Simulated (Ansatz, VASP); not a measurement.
# Two plane-wave programs on Si2N

```xyz
3
Lattice="2.7463 0.0000 0.0000 0.0000 2.7463 0.0000 0.0000 0.0000 5.1323" Properties=species:S:1:pos:R:3 pbc="T T T"
Si    1.3732    0.0000    1.2538
Si    0.0000    1.3732    3.8784
N     0.0000    0.0000    0.0000
```

Alike in both runs: task single point; functional PBE; k mesh 6 × 6 × 4; occupations gaussian, width 0.1 eV; collinear spin.

|  | VASP | Ansatz |
| --- | --- | --- |
| version | VASP 6.6.1 | Ansatz 0.2.0 |
| potentials or method | VASP PAW PBE potentials, release 64 (Si, N), cutoff 520 eV | scalar-relativistic, plane waves, PAW |
| valence electrons in the cell | 13 | 13 |

Ansatz gave:

```
gap on the k mesh at the Fermi level (eV)                     : none
pressure (GPa)                                                : 0.2
traceless stress, the component that is largest in VASP (GPa) : 0.06
rms of the force components (eV/Å)                            : 0.007
net moment per atom (μB)                                      : 0.00
```

Question: What did VASP give for the same quantities?

Answer: gap on the k mesh at the Fermi level (eV): none; pressure (GPa): 0.1; traceless stress, the component that is largest in VASP (GPa): -0.05; rms of the force components (eV/Å): 0.016; net moment per atom (μB): 0.00.

Atom by atom the forces differ by 0.009 eV/Å (rms over components). A gap of «none» marks a metal or a gap that the smearing closes. The functional is the same, so the differences come from potentials, cutoffs and numerics. Ansatz's warnings: seeded moment not kept.

The k mesh is coarse, so the values compare programs but aren't converged.
